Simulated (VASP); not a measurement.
Here is a VASP 6.6.1 calculation.

INCAR

```
ALGO = Normal
EDIFF = 1E-7
ENCUT = 520
GGA = PS
ISIF = 2
ISMEAR = 0
LASPH = True
LCHARG = False
LREAL = False
LWAVE = False
NBANDS = 34
NELM = 80
PREC = Accurate
SIGMA = 0.05
```

KPOINTS

```
k-points
0
Gamma
  8 8 8
```

The input POSCAR:

```
HfRu3
1.0
    3.8502215604      0.0000000000      0.0000000000
    0.0000000000      3.8502215604      0.0000000000
    0.0000000000      0.0000000000      3.8502215604
Hf Ru
1 3
Direct
    0.0000000000      0.0000000000      0.0000000000
    0.0000000000      0.5000000000      0.5000000000
    0.5000000000      0.5000000000      0.0000000000
    0.5000000000      0.0000000000      0.5000000000
```

Potentials or basis: VASP PAW PBE potentials, release 64 (Hf_pv, Ru_pv).

Run with:

```console
$ cat potpaw_PBE.64/Hf_pv/POTCAR potpaw_PBE.64/Ru_pv/POTCAR > POTCAR
$ mpirun -np 1 vasp_std > vasp.out
```

Q: What does it give for the pressure?

A: 10.5 GPa.

Q: Estimate the band gap on the k mesh.

A: Zero (bands 26 and 27 overlap by 3.44 eV).

Caveat: the cell stands under pressure; the PAW data sets were made with another functional, which shifts forces and pressure a little; spin-orbit coupling is left out, which moves the levels of the heavy elements.
